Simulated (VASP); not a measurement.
Set up this calculation in VASP 6.6.1, as the native input.

| Property | Result |
| --- | --- |
| Task | single point |
| Functional | PBE |
| Potentials or basis | VASP PAW PBE potentials, release 64 (Sn_d, Ge_d, Se) |
| Cutoff | 520 eV |
| k mesh | 8 × 8 × 8 |
| Occupations | gaussian, width 0.1 eV |
| Spin | no spin polarisation |
| Dipole correction | no |
| Further INCAR settings | ALGO = Normal; EDIFF = 1e-07; NBANDS = 39 |

The structure of Sn3GeSe lies in POSCAR:

```
Sn3GeSe
1.0
    4.6518932972      0.0000000000      0.0000000000
    0.0000000000      4.6518932972      0.0000000000
    0.0000000000      0.0000000000      6.9769618356
Sn Ge Se
3 1 1
Direct
    0.0000000000      0.0000000000      0.9695364797
    0.5000000000      0.0000000000      0.6367841365
    0.0000000000      0.5000000000      0.6367841365
    0.5000000000      0.5000000000      0.4035399968
    0.5000000000      0.5000000000      1.0590565404
```

The cell was generated, and may not be a known phase.

The input as run:

INCAR

```
SYSTEM = Sn3GeSe
PREC = Accurate ; ENCUT = 520
EDIFF = 1E-7 ; ISMEAR = 0
SIGMA = 0.1 ; LREAL = .FALSE.
LASPH = .TRUE. ; NELM = 80
ALGO = Normal ; ISIF = 2
LWAVE = .FALSE. ; LCHARG = .FALSE.
GGA = PE ; NBANDS = 39
```

KPOINTS

```
Automatic mesh
0
G
  8 8 8
  0 0 0
```

Potentials or basis: VASP PAW PBE potentials, release 64 (Sn_d, Ge_d, Se).

Command:

```console
$ cat potpaw_PBE.64/Sn_d/POTCAR potpaw_PBE.64/Ge_d/POTCAR potpaw_PBE.64/Se/POTCAR > POTCAR
$ mpirun -np 1 vasp_std > vasp.out
```

It gave:

```json
{
 "Pressure": "0.0 GPa",
 "Largest force": "0.019 eV/Å",
 "Band gap on the k mesh": "zero (bands 31 and 32 overlap by 1.11 eV)"
}
```

Caveat: spin-orbit coupling is left out, which moves the levels of the heavy elements.

It took 3 min on 1 thread of Intel(R) Xeon(R) 6975P-C (Granite Rapids), with other jobs on the host, peak memory 0.52 GiB.
